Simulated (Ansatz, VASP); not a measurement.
**TiO2: VASP beside Ansatz**

POSCAR

```
TiO2
1.0
   -1.8133428582      1.8133428582      5.1101349276
    1.8133428582     -1.8133428582      5.1101349276
    1.8133428582      1.8133428582     -5.1101349276
Ti O
2 4
Direct
    0.7500000000      0.2500000000      0.5000000000
    0.0000000000      0.0000000000      0.0000000000
    0.5503363389      0.0503363389      0.5000000000
    0.8003363389      0.8003363389      0.0000000000
    0.1996636611      0.1996636611      0.0000000000
    0.9496636611      0.4496636611      0.5000000000
```

The input INCAR.step1:

```
SYSTEM = TiO2
  PREC = Accurate
  ENCUT = 520
  ISMEAR = 0
  SIGMA = 0.01
  LREAL = .False.
  LASPH = .True.
  NELM = 80
  NBANDS = 33
  GGA = PE
  ALGO = Normal
  EDIFF = 1E-4
  LWAVE = .True.
  LCHARG = .False.
```

INCAR.step2

```
SYSTEM = TiO2
  PREC = Accurate
  ENCUT = 520
  EDIFF = 1E-6
  ISMEAR = 0
  SIGMA = 0.01
  LREAL = .False.
  LASPH = .True.
  NELM = 80
  ALGO = Normal
  ISIF = 2
  LWAVE = .False.
  LCHARG = .False.
  METAGGA = R2SCAN
  LMIXTAU = .True.
  NBANDS = 33
  ISTART = 1
```

Contents of KPOINTS:

```
regular mesh
0
Gamma
  10 10 10
  0 0 0
```

Input for Ansatz:

```yaml
crystal:
  lattice:
    - [-1.8133428582, 1.8133428582, 5.1101349276]
    - [1.8133428582, -1.8133428582, 5.1101349276]
    - [1.8133428582, 1.8133428582, -5.1101349276]
  atoms:
    - { symbol: Ti, position: [0.75, 0.25, 0.5] }
    - { symbol: Ti, position: [0.0, 0.0, 0.0] }
    - { symbol: O, position: [0.5503363389, 0.0503363389, 0.5] }
    - { symbol: O, position: [0.8003363389, 0.8003363389, 0.0] }
    - { symbol: O, position: [0.1996636611, 0.1996636611, 0.0] }
    - { symbol: O, position: [0.9496636611, 0.4496636611, 0.5] }
kpoints:
  mp_grid: { grid: [10, 10, 10] }
  band_path:
    path:
      - [0.0, 0.0, 0.0]
      - [0.0, 0.0, 0.5]
      - [0.25, 0.25, 0.25]
      - [0.0, 0.5, 0.0]
      - [0.5, 0.5, -0.5]
      - [0.2888485976, 0.7111514024, -0.2888485976]
      - [-0.2888485976, 0.2888485976, 0.2888485976]
      - [-0.0776971953, 0.0776971953, 0.5]
      - [0.5, 0.5, -0.0776971953]
      - [0.3, 0.3, -0.3]
      - [0.0, 0.0, 0.229167]
    npoints: 1
hamiltonian:
  xc: r2scan
scf:
  occupations: { method: fixed }
  n_extra_bands: 5
output:
  forces: true
  stress: true
  eigenvalues: true
```

Change from the starting cell: epitaxial_xy strain -4.0%.

Alike in both runs: task single point; functional r2SCAN; k mesh 10 × 10 × 10; no spin polarisation.

|  | VASP | Ansatz |
| --- | --- | --- |
| version | VASP 6.6.1 | Ansatz 0.2.0 |
| potentials or method | VASP PAW PBE potentials, release 64 (Ti_sv, O) | plane waves, PAW |
| plane-wave cutoff (eV) | 520 | 500 |
| occupations | gaussian, width 0.01 eV | fixed |
| valence electrons in the cell | 48 | 48 |

```csv
,VASP,Ansatz,Ansatz less VASP
gap on the k mesh at the Fermi level (eV),3.00,2.98,-0.022
pressure (GPa),9.0,7.7,-1.35
"traceless stress, the component that is largest in VASP (GPa)",-8.20,-7.69,+0.511
```

VASP's potentials were made for PBE, not for r2SCAN.
